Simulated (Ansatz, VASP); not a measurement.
InAs in VASP and in Ansatz

```
In As
1.0
     0.00000    3.04382    3.04382
     3.04382    0.00000    3.04382
     3.04382    3.04382    0.00000
In As
1 1
Direct
  0.00000 0.00000 0.00000
  0.25000 0.25000 0.25000
```

Alike in both runs: functional PBEsol; k mesh 12 × 12 × 12; occupations gaussian, width 0.1 eV; no spin polarisation.

Ansatz relaxed the structure, and its values are those at the end. VASP's run is a single point on that final structure, the one shown.

|  | VASP | Ansatz |
| --- | --- | --- |
| version | VASP 6.6.1 | Ansatz 0.2.0 |
| potentials or method | VASP PAW PBE potentials, release 64 (In_d, As), cutoff 520 eV | scalar-relativistic, plane waves, PAW |
| valence electrons in the cell | 18 | 28 |

|  | VASP | Ansatz | Ansatz less VASP |
| --- | --- | --- | --- |
| gap on the k mesh at the Fermi level (eV) | none | none | - |
| pressure (GPa) | 0.1 | 0.0 | -0.09 |

VASP's potentials were made for PBE, not for PBEsol. A gap of «none» marks a metal or a gap that the smearing closes. VASP's potentials hold 18 valence electrons a cell and Ansatz's 28, so a difference there can come from the potentials and not from the codes.
